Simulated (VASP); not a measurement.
# Ir in VASP: notebook, part 3 of 3

VASP 6.6.1. Earlier steps stand in the parts before.

### Step 5. Electric field gradients, PBE (volume scaled by 0.94)

The input, INCAR:

```
SYSTEM = Ir
ALGO = Normal
EDIFF = 1E-8
ENCUT = 520
GGA = PE
ISIF = 2
ISMEAR = -1
LASPH = .TRUE.
LCHARG = .FALSE.
LEFG = .TRUE.
LREAL = .FALSE.
LWAVE = .FALSE.
NBANDS = 10
NELM = 100
PREC = Accurate
SIGMA = 0.05
```

The input, KPOINTS:

```
k-points
0
G
  15 15 15
  0 0 0
```

The input, POSCAR:

```
Ir
1.0
    0.0000000000      1.8805114529      1.8805114529
    1.8805114529      0.0000000000      1.8805114529
    1.8805114529      1.8805114529      0.0000000000
Ir
1
Direct
    0.0000000000      0.0000000000      0.0000000000
```

Potentials or basis: VASP PAW PBE potentials, release 64 (Ir).

Launch:

```sh
> cat potpaw_PBE.64/Ir/POTCAR > POTCAR
> mpirun -np 1 vasp_std > vasp.out
```

OUTCAR:

```text
SYSTEM = Ir
   EDIFF = 1E-8
   ENCUT = 520
   GGA = PE
   ISIF = 2
   ISMEAR = -1
   LASPH = .TRUE.
   LREAL = .FALSE.
   NELM = 100
   PREC = Accurate

 ion  position               nearest neighbor table
   1  0.000  0.000  0.000-

  LATTYP: Found a face centered cubic cell.
 ALAT       =     3.7610229058

  Lattice vectors:

 A1 = (   0.0000000000,   1.8805114529,   1.8805114529)
 A2 = (   1.8805114529,   0.0000000000,   1.8805114529)
 A3 = (   1.8805114529,   1.8805114529,   0.0000000000)

Analysis of symmetry for initial positions (statically):
=====================================================================
 Subroutine PRICEL returns:
 Original cell was already a primitive cell.

 Routine SETGRP: Setting up the symmetry group for a
 face centered cubic supercell.

 Subroutine GETGRP returns: Found 48 space group operations
[... 9 lines left out ...]

 Routine SETGRP: Setting up the symmetry group for a
 face centered cubic supercell.

 Subroutine GETGRP returns: Found 48 space group operations
 (whereof 48 operations were pure point group operations)
 out of a pool of 48 trial point group operations.

The dynamic configuration has the point symmetry O_h .

 Subroutine INISYM returns: Found 48 space group operations
 (whereof 48 operations are pure point group operations),
 and found     1 'primitive' translations

----------------------------------------------------------------------------------------

                                     Primitive cell

  volume of cell :      13.3002

  direct lattice vectors                    reciprocal lattice vectors
     0.000000000  1.880511453  1.880511453    -0.265885113  0.265885113  0.265885113
     1.880511453  0.000000000  1.880511453     0.265885113 -0.265885113  0.265885113
     1.880511453  1.880511453  0.000000000     0.265885113  0.265885113 -0.265885113

  length of vectors
     2.659444801  2.659444801  2.659444801     0.460526525  0.460526525  0.460526525

  position of ions in fractional coordinates (direct lattice)
     0.000000000  0.000000000  0.000000000

  ion indices of the primitive-cell ions
   primitive index   ion index
                 1           1

----------------------------------------------------------------------------------------

 KPOINTS: k-points

Automatic generation of k-mesh.
 Grid dimensions read from file:
 generate k-points for:   15   15   15

 Generating k-lattice:

  Cartesian coordinates                     Fractional coordinates (reciprocal lattice)
    -0.017725674  0.017725674  0.017725674     0.066666667  0.000000000  0.000000000
     0.017725674 -0.017725674  0.017725674     0.000000000  0.066666667  0.000000000
     0.017725674  0.017725674 -0.017725674     0.000000000  0.000000000  0.066666667

  Length of vectors
     0.030701768  0.030701768  0.030701768

  Shift w.r.t. Gamma in fractional coordinates (k-lattice)
     0.000000000  0.000000000  0.000000000

 Subroutine IBZKPT returns following result:
[... 50 lines left out ...]
   LREAL  =      F    real-space projection
   EDIFFG = 0.1E-06   stopping-criterion for IOM
   NSW    =      0    number of steps for IOM
   IBRION =     -1    ionic relax: 0-MD 1-quasi-New 2-CG
   NFREE  =      0    steps in history (QN), initial steepest desc. (CG)
   ISIF   =      2    stress and relaxation
   ISYM   =      2    0-nonsym 1-usesym 2-fastsym
   POTIM  = 0.5000    time-step for ionic-motion
   TEBEG  =    0.0;   TEEND  =   0.0 temperature during run
   PSTRESS=    0.0 pullay stress
   NELECT =       9.0000    total number of electrons
   NUPDOWN=      -1.0000    fix difference up-down
   EMIN   =  10.00;   EMAX   =-10.00  energy-range for DOS
   EFERMI =   0.00;   METHOD = LEGACY
   ISMEAR =    -1;   SIGMA  =   0.05  broadening in eV -4-tet -1-fermi 0-gaus
   EFERMI_NEDOS =   21; number of points for ismear=-14 and -15
   IALGO  =     38    algorithm
   IMIX   =      4    mixing-type and parameters
     AMIX     =   0.40;   BMIX     =  1.00
     AMIX_MAG =   1.60;   BMIX_MAG =  1.00
  volume/ion in A,a.u.               =      13.30        89.75
  Fermi-wavevector in a.u.,A,eV,Ry     =   1.437263  2.716034 28.105908  2.065726
  Thomas-Fermi vector in A             =   2.556360
   LORBIT       =      0    0 simple, 1 ext, 2 COOP (PROOUT), +10 PAW based schemes
   GGA     = PE    functional components
   LHFCALC =     F    Hartree Fock is set to
   AEXX    =    0.0000 exact exchange contribution
   IVDW    =     0    specifies the selected vdW correction
   LEPSILON=     F    determine dielectric tensor
   LRPA    =     F    only Hartree local field effects (RPA)
 non-spin polarized calculation
  energy-cutoff  :      520.00
  volume of cell :       13.30
 maximum number of plane-waves:       369
   NGX =  9   NGY =  9   NGZ =  9

 number of electron       9.0000000 magnetization

 Free energy of the ion-electron system (eV)
  ---------------------------------------------------
  ext. energy  EPLUGINS =         0.00000000
  ---------------------------------------------------
  free energy    TOTEN  =        -8.72623296 eV

  energy without entropy =       -8.71889546  energy(sigma->0) =       -8.72256421

 E-fermi :  11.5808     XC(G=0): -14.3587

 val. band max:       11.5445803547   @ k =  -0.4000   0.4667   0.0667
 cond. band min:      11.5826801063   @ k =  -0.3333   0.2667   0.0667
 fundamental gap:      0.0380997516
 Fermi energy:        11.5807879174

 k-point     1 :       0.0000    0.0000    0.0000
  band No.  band energies     occupation
      1      -0.2855      2.00000
      2       7.2434      2.00000
      3       7.2434      2.00000
      4       7.2434      2.00000
      5      10.2101      2.00000
      6      10.2101      2.00000
      7      25.6948      0.00000
      8      31.6579      0.00000
      9      31.6579      0.00000
     10      31.6579      0.00000
[... 287 lines left out ...]
 k-point    24 :       0.2000    0.1333    0.0000
  band No.  band energies     occupation
      1       1.4677      2.00000
      2       6.0817      2.00000
      3       8.0957      2.00000
      4       8.2084      2.00000
      5       9.0706      2.00000
      6      10.7222      2.00000
      7      28.6551      0.00000
      8      28.8938      0.00000
      9      32.2404      0.00000
     10      32.7549      0.00000

 [... further k-points ...]
[... 5 lines left out ...]
  --------------------------------------------------------------------------------------
  -------------------------------------------------------------------------------------
  Total        3.1736688      3.1736688      3.1736688     -0.0000000      0.0000000     -0.0000000
  in kB      382.3087536    382.3087536    382.3087536     -0.0000000      0.0000000     -0.0000000
  external PRESSURE =     382.3087536 kB  Pullay stress =       0.0000000 kB

 VOLUME and BASIS-vectors are now :
 -----------------------------------------------------------------------------
  energy-cutoff  :      520.00
  volume of cell :       13.30
      direct lattice vectors                 reciprocal lattice vectors
     0.000000000  1.880511453  1.880511453    -0.265885113  0.265885113  0.265885113
     1.880511453  0.000000000  1.880511453     0.265885113 -0.265885113  0.265885113
     1.880511453  1.880511453  0.000000000     0.265885113  0.265885113 -0.265885113

 POSITION                                       TOTAL-FORCE (eV/Angst)
 -----------------------------------------------------------------------------------
      0.00000      0.00000      0.00000         0.000000      0.000000      0.000000
 -----------------------------------------------------------------------------------
    total drift:                               -0.000000     -0.000000     -0.000000

  FREE ENERGIE OF THE ION-ELECTRON SYSTEM (eV)
  ---------------------------------------------------
  free  energy   TOTEN  =        -8.7262329612 eV

  energy  without entropy=       -8.7188954573  energy(sigma->0) =       -8.72256421

 Electric field gradients (V/A^2)
---------------------------------------------------------------------
 ion       V_xx      V_yy      V_zz      V_xy      V_xz      V_yz
---------------------------------------------------------------------
   1       0.000    -0.000    -0.000    -0.000    -0.000    -0.000
---------------------------------------------------------------------

 Electric field gradients after diagonalization (V/A^2)
 (convention: |V_zz| > |V_xx| > |V_yy|)
----------------------------------------------------------------------
 ion       V_xx      V_yy      V_zz     asymmetry (V_yy - V_xx)/ V_zz
----------------------------------------------------------------------
   1       0.000     0.000    -0.000       0.000
----------------------------------------------------------------------

           NMR quadrupolar parameters

 Cq : quadrupolar parameter    Cq=e*Q*V_zz/h
 eta: asymmetry parameters     (V_yy - V_xx)/ V_zz
 Q  : nuclear electric quadrupole moment in mb (millibarn)
----------------------------------------------------------------------
 ion       Cq(MHz)       eta       Q (mb)
----------------------------------------------------------------------
   1      -0.000       0.000       1.000
----------------------------------------------------------------------
```

OSZICAR:

```text
N       E                     dE             d eps       ncg     rms          rms(c)
DAV:   1     0.479296156445E+02    0.47930E+02   -0.44763E+03  2432   0.832E+02
DAV:   2    -0.841819184148E+01   -0.56348E+02   -0.53238E+02  2464   0.200E+02
DAV:   3    -0.924385572507E+01   -0.82566E+00   -0.82363E+00  2788   0.291E+01
DAV:   4    -0.925152793002E+01   -0.76722E-02   -0.76709E-02  2802   0.260E+00
DAV:   5    -0.925167117532E+01   -0.14325E-03   -0.14324E-03  2714   0.335E-01    0.181E+01
DAV:   6    -0.883001539507E+01    0.42166E+00   -0.62909E-01  2714   0.996E+00    0.786E+00
DAV:   7    -0.873271999468E+01    0.97295E-01   -0.26410E-01  2908   0.596E+00    0.142E+00
DAV:   8    -0.872961364058E+01    0.31064E-02   -0.21281E-03  2606   0.515E-01    0.993E-01
DAV:   9    -0.872622831811E+01    0.33853E-02   -0.23904E-03  2686   0.698E-01    0.229E-02
DAV:  10    -0.872623187488E+01   -0.35568E-05   -0.14401E-05  3476   0.368E-02    0.228E-02
DAV:  11    -0.872623299360E+01   -0.11187E-05   -0.10603E-06  2680   0.112E-02    0.106E-03
DAV:  12    -0.872623291571E+01    0.77887E-07   -0.16927E-08  2686   0.118E-03    0.108E-03
DAV:  13    -0.872623296093E+01   -0.45225E-07   -0.31609E-09  1392   0.345E-04    0.102E-04
DAV:  14    -0.872623296122E+01   -0.28194E-09   -0.12733E-10  1270   0.138E-04
   1 F= -.87262330E+01 E0= -.87225642E+01  d E =-.733750E-02
```

Wall time 11 s (1 thread of AMD EPYC 9R14 (Zen 4), shared host); peak memory 0.11 GiB.

What came out:

```yaml
Free_energy: -8.7262 eV
Pressure: 38.2 GPa
```

Levels at points of the mesh, in eV from the Fermi level:
```csv
k point,band 1,band 2,band 3,band 4,band 5,band 6,band 7,band 8
"(0.00, 0.00, 0.00)",-11.87,-4.34,-4.34,-4.34,-1.37,-1.37,14.11,20.08
```

Caveat: without QUAD_EFG the Cq values of the log hold for a quadrupole moment of 1 mb, not for the nuclei; spin-orbit coupling is left out, which moves the levels of the heavy elements.

### Step 6. Electric field gradients, PBE (volume scaled by 0.96)

INCAR: that of step 5 with these lines changed.

```diff
@@ -13,3 +13,3 @@
 NBANDS = 10
-NELM = 100
+NELM = 80
 PREC = Accurate
```

KPOINTS is that of step 5.

The input, POSCAR:

```
Ir
1.0
    0.0000000000      1.8937549276      1.8937549276
    1.8937549276      0.0000000000      1.8937549276
    1.8937549276      1.8937549276      0.0000000000
Ir
1
Direct
    0.0000000000      0.0000000000      0.0000000000
```

Potentials or basis: VASP PAW PBE potentials, release 64 (Ir).

Launch:

```sh
> cat potpaw_PBE.64/Ir/POTCAR > POTCAR
> mpirun -np 1 vasp_std > vasp.out
```

OUTCAR:

```text
SYSTEM = Ir
   EDIFF = 1E-8
   ENCUT = 520
   GGA = PE
   ISIF = 2
   ISMEAR = -1
   LASPH = .TRUE.
   LREAL = .FALSE.
   NELM = 80
   PREC = Accurate

 ion  position               nearest neighbor table
   1  0.000  0.000  0.000-

  LATTYP: Found a face centered cubic cell.
 ALAT       =     3.7875098552

  Lattice vectors:

 A1 = (   0.0000000000,   1.8937549276,   1.8937549276)
 A2 = (   1.8937549276,   0.0000000000,   1.8937549276)
 A3 = (   1.8937549276,   1.8937549276,   0.0000000000)

Analysis of symmetry for initial positions (statically):
=====================================================================
 Subroutine PRICEL returns:
 Original cell was already a primitive cell.

 Routine SETGRP: Setting up the symmetry group for a
 face centered cubic supercell.

[... 492 lines left out ...]
  external PRESSURE =     275.0455330 kB  Pullay stress =       0.0000000 kB

 VOLUME and BASIS-vectors are now :
 -----------------------------------------------------------------------------
  energy-cutoff  :      520.00
  volume of cell :       13.58
      direct lattice vectors                 reciprocal lattice vectors
     0.000000000  1.893754928  1.893754928    -0.264025716  0.264025716  0.264025716
     1.893754928  0.000000000  1.893754928     0.264025716 -0.264025716  0.264025716
     1.893754928  1.893754928  0.000000000     0.264025716  0.264025716 -0.264025716

 POSITION                                       TOTAL-FORCE (eV/Angst)
 -----------------------------------------------------------------------------------
      0.00000      0.00000      0.00000        -0.000000      0.000000     -0.000000
 -----------------------------------------------------------------------------------
    total drift:                               -0.000000     -0.000000     -0.000000

  FREE ENERGIE OF THE ION-ELECTRON SYSTEM (eV)
  ---------------------------------------------------
  free  energy   TOTEN  =        -8.7842319402 eV

  energy  without entropy=       -8.7766707518  energy(sigma->0) =       -8.78045135

 Electric field gradients (V/A^2)
---------------------------------------------------------------------
 ion       V_xx      V_yy      V_zz      V_xy      V_xz      V_yz
---------------------------------------------------------------------
   1       0.000     0.000    -0.000     0.000     0.000     0.000
---------------------------------------------------------------------

 Electric field gradients after diagonalization (V/A^2)
 (convention: |V_zz| > |V_xx| > |V_yy|)
----------------------------------------------------------------------
 ion       V_xx      V_yy      V_zz     asymmetry (V_yy - V_xx)/ V_zz
----------------------------------------------------------------------
   1      -0.000    -0.000     0.000       0.000
----------------------------------------------------------------------

           NMR quadrupolar parameters

 Cq : quadrupolar parameter    Cq=e*Q*V_zz/h
 eta: asymmetry parameters     (V_yy - V_xx)/ V_zz
 Q  : nuclear electric quadrupole moment in mb (millibarn)
----------------------------------------------------------------------
 ion       Cq(MHz)       eta       Q (mb)
----------------------------------------------------------------------
   1       0.000       0.000       1.000
----------------------------------------------------------------------
```

stdout:

```text
POSCAR found type information on POSCAR Ir
 POSCAR found :  1 types and       1 ions
 scaLAPACK will be used
 LDA part: xc-table for (Slater+PW92), standard interpolation
 POSCAR, INCAR and KPOINTS ok, starting setup
 FFT: planning ... GRIDC
 FFT: planning ... GRID_SOFT
 FFT: planning ... GRID
 WAVECAR not read
 entering main loop
ion   1
```

Wall time 11 s (1 thread of AMD EPYC 9R14 (Zen 4), shared host); peak memory 0.11 GiB.

Results:

| Item | Value |
| --- | --- |
| Free energy | -8.7842 eV |
| Pressure | 27.5 GPa |

Caveat: without QUAD_EFG the Cq values of the log hold for a quadrupole moment of 1 mb, not for the nuclei; spin-orbit coupling is left out, which moves the levels of the heavy elements.

### Step 7. Summary

| cell | gap on the mesh (eV) | pressure (GPa) |
| --- | --- | --- |
| a = 2.674, b = 2.674, c = 2.715 Å, angles 59.5, 59.5, 61.0°, 1 atom | none | 22.8 |
| a = 2.742, b = 2.742, c = 2.715 Å, angles 60.3, 60.3, 59.3°, 1 atom | none | 2.1 |
| a = 2.659 Å, angles 60.0°, 1 atom | none | 38.2 |
| a = 2.678 Å, angles 60.0°, 1 atom | none | 27.5 |

Alike in all rows: task electric field gradients; level PBE; potentials or basis VASP PAW PBE potentials, release 64 (Ir); no spin polarisation; k mesh 15 × 15 × 15; cutoff (eV) 520; smearing fermi-dirac 0.05 eV.

Caveats: spin-orbit coupling is left out, which moves the levels of the heavy elements.

Absolute energies hang on the potentials; compare differences alone.
